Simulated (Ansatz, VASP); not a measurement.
## One calculation of ScBSbP3, two programs

```
Sc B Sb P
1.0
     2.45498   -5.03199    0.00000
     2.45498    5.03199    0.00000
     0.00000    0.00000    5.71968
Sc B Sb P
1 1 1 3
Direct
  0.50000 0.50000 0.50000
  0.00000 0.00000 0.00000
  0.50000 0.50000 0.00000
  0.00000 0.00000 0.50000
  0.22778 0.77222 0.50000
  0.77222 0.22778 0.50000
```

Alike in both runs: functional PBE; k mesh 4 × 4 × 2; occupations gaussian, width 0.1 eV; no spin polarisation.

Ansatz relaxed the structure, and its values are those at the end. VASP's run is a single point on that final structure, the one shown.

|  | VASP | Ansatz |
| --- | --- | --- |
| version | VASP 6.6.1 | Ansatz 0.2.0 |
| potentials or method | VASP PAW PBE potentials, release 64 (Sc_sv, B, Sb, P), cutoff 520 eV | scalar-relativistic, plane waves, PAW |
| valence electrons in the cell | 34 | 44 |

```tsv
	VASP	Ansatz	Ansatz less VASP
gap on the k mesh at the Fermi level (eV)	none	none	-
pressure (GPa)	0.0	0.0	-0.01
rms of the force components (eV/Å)	0.007	0.000	-0.0062
```

A gap of «none» marks a metal or a gap that the smearing closes. VASP's potentials hold 34 valence electrons a cell and Ansatz's 44, so a difference there can come from the potentials and not from the codes.

The k mesh is coarse, so the values compare programs but aren't converged. Spin-orbit coupling is off throughout.
